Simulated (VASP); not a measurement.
Set up this calculation in VASP 6.6.1, as the native input.

* Task: relaxation of cell and atoms
* Functional: PBE
* Potentials or basis: VASP PAW PBE potentials, release 64 (Si, Cl)
* Cutoff: 600 eV
* k mesh: 8 × 8 × 8
* Occupations: gaussian, width 0.1 eV
* Spin: no spin polarisation
* Dipole correction: no
* Further INCAR settings: ALGO = Normal; EDIFF = 1e-06; IBRION = 2; EDIFFG = -0.01; NSW = 100; ISIF = 3

The structure of Si4Cl lies in POSCAR:

```
Si4Cl
1.0
    4.6985600282      0.0000000000      0.0000000000
    0.0000000000      4.6985600282      0.0000000000
    0.0000000000      0.0000000000      4.6985600282
Si Cl
4 1
Direct
    0.0000000000      0.0000000000      0.0000000000
    0.5000000000      0.5000000000      0.0000000000
    0.5000000000      0.0000000000      0.5000000000
    0.0000000000      0.5000000000      0.5000000000
    0.5000000000      0.5000000000      0.5000000000
```

One way to write it, as run:

INCAR

```
SYSTEM = Si4Cl
PREC = Accurate
ENCUT = 600
EDIFF = 1E-6
ISMEAR = 0
SIGMA = 0.1
LREAL = .False.
LASPH = .True.
NELM = 60
ALGO = Normal
ISIF = 3
LWAVE = .False.
LCHARG = .False.
GGA = PE
IBRION = 2
NSW = 100
EDIFFG = -0.01
```

KPOINTS

```
regular mesh
0
Gamma
  8 8 8
  0 0 0
```

Potentials or basis: VASP PAW PBE potentials, release 64 (Si, Cl).

Command:

```bash
$ cat potpaw_PBE.64/Si/POTCAR potpaw_PBE.64/Cl/POTCAR > POTCAR
$ mpirun -np 1 vasp_std > vasp.out
```

Results of the run:

The relaxed volume is 21.30 Å³/atom and the relaxed cell is a = 4.740 Å, b = 4.740 Å, c = 4.740 Å, α = 90.00°, β = 90.00°, γ = 90.00°. The space group after relaxing (to 0.05 Å) is Pm-3m (No. 221). The energy gained by relaxing is 1.9 meV/atom and the ionic steps are 3. The pressure after relaxing is 0.0 GPa.

Caveat: an odd number of electrons without spin polarisation forces a metal; a magnetic or distorted state may lie lower.

Run time: 60 s on 1 thread of AMD EPYC 9R45 (Zen 5), with other jobs on the host, peak memory 0.23 GiB.
